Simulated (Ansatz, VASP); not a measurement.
# Two plane-wave programs on SiO2

POSCAR

```
SiO2
1.0
    0.0000000000      4.7167919206      7.3656044959
    2.3571954408      0.0000000000      7.3656044959
    2.3571954408      4.7167919206      0.0000000000
Si O
4 8
Direct
    0.5631505052      0.5631505052      0.9368494948
    0.3131505052      0.3131505052      0.6868494948
    0.6868494948      0.6868494948      0.3131505052
    0.9368494948      0.9368494948      0.5631505052
    0.6250000000      0.1250000000      0.6250000000
    0.6250000000      0.6250000000      0.1250000000
    0.6250000000      0.6250000000      0.6250000000
    0.1250000000      0.6250000000      0.6250000000
    0.1862214364      0.8137785636      0.1862214364
    0.8137785636      0.1862214364      0.8137785636
    0.4362214364      0.0637785636      0.4362214364
    0.0637785636      0.4362214364      0.0637785636
```

INCAR.step1

```
PREC     = Accurate       # precision mode
ENCUT    = 520            # plane-wave cutoff, eV
ISMEAR   = 0              # smearing method
SIGMA    = 0.02           # smearing width, eV
LREAL    = False          # projectors in reciprocal space
LASPH    = True           # aspherical terms in the spheres
NELM     = 80             # most SCF steps
NBANDS   = 44             # bands
GGA      = PE             # functional
ALGO     = Normal         # electronic algorithm
EDIFF    = 1E-4           # SCF threshold, eV
LWAVE    = True           # write WAVECAR
LCHARG   = False          # write CHGCAR
```

File INCAR.step2:

```
PREC     = Accurate       # precision mode
ENCUT    = 520            # plane-wave cutoff, eV
EDIFF    = 1E-7           # SCF threshold, eV
ISMEAR   = 0              # smearing method
SIGMA    = 0.02           # smearing width, eV
LREAL    = False          # projectors in reciprocal space
LASPH    = True           # aspherical terms in the spheres
NELM     = 80             # most SCF steps
ALGO     = Normal         # electronic algorithm
ISIF     = 2              # what is computed and relaxed
LWAVE    = False          # write WAVECAR
LCHARG   = True           # write CHGCAR
METAGGA  = R2SCAN         # meta-GGA
LMIXTAU  = True         
LELF     = True           # ELF
LVHAR    = True         
NBANDS   = 44             # bands
ISTART   = 1
```

Contents of KPOINTS:

```
Automatic mesh
0
Gamma
  6 6 6
```

Input for Ansatz:

```yaml
crystal:
  lattice:
    - [0.0, 4.7167919256, 7.3656044956]
    - [2.3571954418, 0.0, 7.3656044956]
    - [2.3571954418, 4.7167919256, 0.0]
  atoms:
    - { symbol: Si, position: [0.5631505052, 0.5631505052, 0.9368494948] }
    - { symbol: Si, position: [0.3131505052, 0.3131505052, 0.6868494948] }
    - { symbol: Si, position: [0.6868494948, 0.6868494948, 0.3131505052] }
    - { symbol: Si, position: [0.9368494948, 0.9368494948, 0.5631505052] }
    - { symbol: O, position: [0.625, 0.125, 0.625] }
    - { symbol: O, position: [0.625, 0.625, 0.125] }
    - { symbol: O, position: [0.625, 0.625, 0.625] }
    - { symbol: O, position: [0.125, 0.625, 0.625] }
    - { symbol: O, position: [0.1862214369, 0.8137785631, 0.1862214369] }
    - { symbol: O, position: [0.8137785631, 0.1862214369, 0.8137785631] }
    - { symbol: O, position: [0.4362214369, 0.0637785631, 0.4362214369] }
    - { symbol: O, position: [0.0637785631, 0.4362214369, 0.0637785631] }
basis:
  ecutwfc: 500
kpoints:
  mp_grid: { grid: [6, 6, 6] }
  band_path: { path: [VBM, CBM], npoints: 2 }
hamiltonian:
  xc: r2scan
scf:
  occupations: { method: gaussian, width: 0.02 }
output:
  forces: true
  stress: true
  eigenvalues: true
checkpoint:
  read: start.run
  write: ck
  compress: false
  write_wavefunctions: false
  write_every: 100000
```

Alike in both runs: task single point; functional r2SCAN; k mesh 6 × 6 × 6; occupations gaussian, width 0.02 eV; no spin polarisation.

|  | VASP | Ansatz |
| --- | --- | --- |
| version | VASP 6.6.1 | Ansatz 0.2.0 |
| potentials or method | VASP PAW PBE potentials, release 64 (Si, O), cutoff 520 eV | scalar-relativistic, plane waves, PAW |
| valence electrons in the cell | 64 | 64 |

```csv
,VASP,Ansatz,Ansatz less VASP
gap on the k mesh at the Fermi level (eV),6.40,6.40,-0.001
least direct gap on the mesh (eV),6.40,6.40,-0.001
pressure (GPa),0.2,0.0,-0.19
"traceless stress, the component that is largest in VASP (GPa)",-0.16,0.00,+0.155
rms of the force components (eV/Å),0.014,0.000,-0.0137
```

VASP's potentials were made for PBE, not for r2SCAN. Atom by atom the forces differ by 0.014 eV/Å (rms over components).
